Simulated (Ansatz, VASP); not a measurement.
**LiCl in VASP and in Ansatz**

File POSCAR:

```
LiCl
1.0
    3.2711235759      0.0000000000      0.0000000000
    0.0000000000      3.2711235759      0.0000000000
    0.0000000000      0.0000000000      3.2711235759
Li Cl
1 1
Direct
    0.0000000000      0.0000000000      0.0000000000
    0.5000000000      0.5000000000      0.5000000000
```

Contents of INCAR.step1:

```
ALGO = Normal
EDIFF = 1E-4
ENCUT = 520
GGA = PE
ISMEAR = 0
LASPH = T
LCHARG = F
LREAL = F
LWAVE = T
NBANDS = 12
NELM = 60
PREC = Accurate
SIGMA = 0.01
```

INCAR.step2

```
ALGO = Normal
EDIFF = 1E-6
ENCUT = 520
ISIF = 2
ISMEAR = 0
ISTART = 1
LASPH = T
LCHARG = F
LMIXTAU = T
LREAL = F
LWAVE = F
METAGGA = R2SCAN
NBANDS = 12
NELM = 60
PREC = Accurate
SIGMA = 0.01
```

Contents of KPOINTS:

```
k-points
0
Gamma
  8 8 8
```

Input for Ansatz:

```yaml
crystal:
  lattice:
    - [3.2711235759, 0.0, 0.0]
    - [0.0, 3.2711235759, 0.0]
    - [0.0, 0.0, 3.2711235759]
  atoms:
    - { symbol: Li, position: [0.0, 0.0, 0.0] }
    - { symbol: Cl, position: [0.5, 0.5, 0.5] }
kpoints:
  mp_grid: { grid: [8, 8, 8] }
  band_path:
    path:
      - [0.0, 0.0, 0.0]
      - [0.0, 0.5, 0.0]
      - [0.5, 0.5, 0.0]
      - [0.5, 0.5, 0.5]
      - [0.0, 0.5, 0.5]
    npoints: 1
hamiltonian:
  xc: r2scan
scf:
  occupations: { method: fixed }
  n_extra_bands: 4
output:
  forces: true
  stress: true
  eigenvalues: true
```

Alike in both runs: task single point; functional r2SCAN; k mesh 8 × 8 × 8; no spin polarisation.

```csv
,VASP,Ansatz
version,VASP 6.6.1,Ansatz 0.2.0
potentials or method,"VASP PAW PBE potentials, release 64 (Li_sv, Cl)","plane waves, PAW"
plane-wave cutoff (eV),520,500
occupations,"gaussian, width 0.01 eV",fixed
valence electrons in the cell,10,10
```

Ansatz gave:

- gap on the k mesh at the Fermi level (eV): 5.25

Q: Which values does VASP return?

A: gap on the k mesh at the Fermi level (eV): 5.39.

VASP's potentials were made for PBE, not for r2SCAN.

Noted on VASP's run: the cutoff is short for stress, so the pressure is rough.
